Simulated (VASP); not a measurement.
# Ag: single point with r2SCAN

Ag:

```xyz
1
Lattice="-1.6557 1.6557 1.6557 1.6557 -1.6557 1.6557 1.6557 1.6557 -1.6557" Properties=species:S:1:pos:R:3 pbc="T T T"
Ag    0.0000    0.0000    0.0000
```

```json
{
 "Program": "VASP 6.6.1",
 "Task": "single point",
 "Functional": "r2SCAN",
 "Potentials or basis": "VASP PAW PBE potentials, release 64 (Ag)",
 "Cutoff": "520 eV",
 "k mesh": "11 × 11 × 11",
 "Occupations": "fermi-dirac, width 0.05 eV",
 "Spin": "no spin polarisation"
}
```

```json
{
  "Pressure": "-3.7 GPa"
}
```

Levels at points of the mesh, in eV from the Fermi level:
```tsv
k point	band 3	band 4	band 5	band 6	band 7	band 8	band 9	band 10
(0.00, 0.00, 0.00)	-5.02	-5.02	-3.80	-3.80	18.47	18.47	18.47	23.97
```

Run time: 83 s on 1 thread of AMD EPYC 7R43 64-Core Processor (Zen 3) (shared host), peak memory 0.11 GiB.

Caveat: the PAW data sets were made with another functional, which shifts forces and pressure a little.
